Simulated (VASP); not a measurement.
Al (a cell with a defect): single point with LDA

Al (a cell with a defect):

```
Al
1.0
     8.10000    0.00000    0.00000
     0.00000    8.10000    0.00000
     0.00000    0.00000    8.10000
Al
33
Direct
  0.49716 0.99751 0.00257
  0.75006 0.24992 0.99538
  0.74966 0.01470 0.24987
  0.00284 0.99720 0.00288
  0.24983 0.25043 0.98541
  0.49758 0.50247 0.00216
  0.74966 0.75022 0.98541
  0.25017 0.05878 0.25036
  0.51469 0.25043 0.24987
  0.74967 0.48529 0.24987
  0.49759 0.99793 0.49764
  0.75006 0.24991 0.50470
  0.75006 0.00471 0.75018
  0.00244 0.50279 0.00248
  0.25018 0.74976 0.94125
  0.98530 0.25044 0.24987
  0.25019 0.44383 0.25037
  0.55647 0.74975 0.25036
  0.00241 0.99762 0.49732
  0.24983 0.25043 0.51479
  0.49801 0.50203 0.49806
  0.74967 0.75022 0.51480
  0.24982 0.01471 0.74964
  0.50462 0.24991 0.75018
  0.75007 0.49538 0.75018
  0.94151 0.74976 0.25036
  0.00201 0.50236 0.49774
  0.25019 0.74975 0.55625
  0.99530 0.24992 0.75018
  0.24983 0.48528 0.74965
  0.51471 0.75022 0.74965
  0.98529 0.75022 0.74964
  0.24865 0.75176 0.24830
```

* Program: VASP 6.6.1
* Task: single point
* Functional: LDA
* Potentials or basis: VASP PAW LDA potentials, release 64 (Al)
* Cutoff: 520 eV
* k mesh: 3 × 3 × 3
* Occupations: gaussian, width 0.1 eV
* Spin: no spin polarisation

| Item | Value |
| --- | --- |
| Pressure | 1.3 GPa |
| Largest force | 0.025 eV/Å |
| Band gap on the k mesh | zero (an odd number of electrons rules out a gap without spin polarisation) |

Forces in eV/Å, atoms in the order of the input:
```
Al   0.000  0.002 -0.001
Al   0.000  0.000 -0.009
Al   0.000  0.002  0.000
Al   0.000  0.001  0.000
Al   0.000  0.000 -0.001
Al   0.000  0.000 -0.002
Al   0.000 -0.001 -0.002
Al   0.001  0.022  0.000
Al   0.000  0.000  0.000
Al   0.000  0.000  0.000
Al   0.001  0.002  0.001
Al   0.000 -0.001  0.007
Al   0.000  0.009  0.001
Al  -0.001  0.001 -0.001
Al   0.000  0.000 -0.020
Al  -0.002  0.000  0.000
Al   0.000 -0.025  0.000
Al   0.023  0.000  0.000
Al  -0.001  0.001 -0.001
Al   0.001  0.000  0.000
Al   0.001 -0.001  0.001
Al   0.000 -0.001  0.000
Al   0.001  0.002  0.000
Al   0.007  0.000  0.001
Al   0.000 -0.007  0.001
Al  -0.022  0.000 -0.001
Al  -0.002  0.000  0.000
Al   0.001  0.000  0.024
Al  -0.009  0.000  0.000
Al   0.001  0.000  0.000
Al   0.000 -0.001  0.000
Al  -0.002 -0.001  0.000
Al   0.002 -0.003  0.002
```

Levels at points of the mesh, in eV from the Fermi level:
| k point | band 46 | band 47 | band 48 | band 49 | band 50 | band 51 | band 52 | band 53 |
| --- | --- | --- | --- | --- | --- | --- | --- | --- |
| (0.00, 0.00, 0.00) | -0.46 | -0.46 | -0.08 | 0.24 | 0.24 | 0.24 | 0.43 | 0.43 |

It took 3.6 min on 1 thread of Intel(R) Xeon(R) 6975P-C (Granite Rapids), with other jobs on the host, peak memory 0.56 GiB.
